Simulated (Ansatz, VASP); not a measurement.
# One calculation of InP, two programs

INCAR

```
SYSTEM = InP
PREC = Accurate
ENCUT = 520
EDIFF = 1E-7
ISMEAR = -1
SIGMA = 0.03
LREAL = .FALSE.
LASPH = .TRUE.
NELM = 100
ALGO = Normal
ISIF = 2
LWAVE = .FALSE.
LCHARG = .TRUE.
GGA = PS
LELF = .TRUE.
LVHAR = .TRUE.
NBANDS = 16
```

File KPOINTS:

```
regular mesh
0
G
  11 11 11
  0 0 0
```

Contents of POSCAR:

```
InP
1.0
    0.0000000000      2.8739078358      2.8739078358
    2.8739078358      0.0000000000      2.8739078358
    2.8739078358      2.8739078358      0.0000000000
In P
1 1
Direct
    0.0000000000      0.0000000000      0.0000000000
    0.5000000000      0.5000000000      0.5000000000
```

Input for Ansatz:

```yaml
crystal:
  lattice:
    - [0.0, 2.8739078358, 2.8739078358]
    - [2.8739078358, 0.0, 2.8739078358]
    - [2.8739078358, 2.8739078358, 0.0]
  atoms:
    - { symbol: In, position: [0.0, 0.0, 0.0] }
    - { symbol: P, position: [0.5, 0.5, 0.5] }
kpoints:
  mp_grid: { grid: [11, 11, 11] }
  band_path:
    path:
      - [0.0, 0.0, 0.0]
      - [0.5, 0.0, 0.5]
      - [0.625, 0.25, 0.625]
      - [0.375, 0.375, 0.75]
      - [0.0, 0.0, 0.0]
      - [0.5, 0.5, 0.5]
      - [0.5, 0.25, 0.75]
      - [0.5, 0.0, 0.5]
    npoints: 5
scf:
  occupations: { method: fermi_dirac, width: 0.03 }
hamiltonian:
  xc: pbesol
  pseudopotentials: { kind: all_electron, lapw: { basis_error: 0.00025 } }
output:
  forces: true
  stress: true
  eigenvalues: true
```

Change from the starting cell: volume scaled by 1.02.

Alike in both runs: task single point; functional PBEsol; k mesh 11 × 11 × 11; occupations fermi-dirac, width 0.03 eV; no spin polarisation.

|  | VASP | Ansatz |
| --- | --- | --- |
| version | VASP 6.6.1 | Ansatz 0.2.0 |
| potentials or method | VASP PAW PBE potentials, release 64 (In_d, P), cutoff 520 eV | all-electron LAPW, scalar-relativistic |

```tsv
	VASP	Ansatz	Ansatz less VASP
pressure (GPa)	-9.0	-9.0	0.00
```

VASP's potentials were made for PBE, not for PBEsol. Ansatz ran all-electron here, and VASP with PAW potentials.
